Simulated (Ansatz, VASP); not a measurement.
# One calculation of CuS, two programs

The input INCAR:

```
ALGO     = Normal         # electronic algorithm
EDIFF    = 1E-6           # SCF threshold, eV
ENCUT    = 520            # plane-wave cutoff, eV
ISIF     = 2              # what is computed and relaxed
ISMEAR   = 1              # smearing method
LASPH    = True           # aspherical terms in the spheres
LCHARG   = True           # write CHGCAR
LELF     = True           # ELF
LREAL    = False          # projectors in reciprocal space
LVHAR    = True         
LWAVE    = False          # write WAVECAR
NBANDS   = 16             # bands
NELM     = 60             # most SCF steps
PREC     = Accurate       # precision mode
SIGMA    = 0.1            # smearing width, eV
```

KPOINTS

```
k-points
0
Gamma
  6 6 6
```

POSCAR

```
CuS
1.0
    0.0000000000      2.4399030000      2.4399030000
    2.4399030000      0.0000000000      2.4399030000
    2.4399030000      2.4399030000      0.0000000000
Cu S
1 1
Direct
    0.0000000000      0.0000000000      0.0000000000
    0.5000000000      0.5000000000      0.5000000000
```

Input for Ansatz:

```yaml
crystal:
  lattice:
    - [0.0, 2.439903, 2.439903]
    - [2.439903, 0.0, 2.439903]
    - [2.439903, 2.439903, 0.0]
  atoms:
    - { symbol: Cu, position: [0.0, 0.0, 0.0] }
    - { symbol: S, position: [0.5, 0.5, 0.5] }
kpoints:
  mp_grid:
    grid: [6, 6, 6]
hamiltonian:
  xc: lda
  pseudopotentials:
    kind: paw
scf:
  max_iter: 60
  occupations:
    method: cold
output:
  forces: true
  stress: true
  eigenvalues: true
```

Alike in both runs: task single point; functional LDA; k mesh 6 × 6 × 6; no spin polarisation.

|  | VASP | Ansatz |
| --- | --- | --- |
| version | VASP 6.6.1 | Ansatz 0.2.0 |
| potentials or method | VASP PAW LDA potentials, release 64 (Cu, S) | plane waves, PAW |
| plane-wave cutoff (eV) | 520 | 420 |
| occupations | methfessel-paxton of order 1, width 0.1 eV | cold |
| valence electrons in the cell | 17 | 25 |

Ansatz gave:

| Quantity | Value |
| --- | --- |
| gap on the k mesh at the Fermi level (eV) | none |
| pressure (GPa) | -8.9 |

**Question.** Estimate VASP's values.

**Answer.** gap on the k mesh at the Fermi level (eV): none; pressure (GPa): -8.8.

LDA's correlation is that of Perdew and Zunger in VASP and of Perdew and Wang (1992) in Ansatz. A gap of «none» marks a metal or a gap that the smearing closes. VASP's potentials hold 17 valence electrons a cell and Ansatz's 25, so a difference there can come from the potentials and not from the codes.

The k mesh is coarse, so the values compare programs but aren't converged.
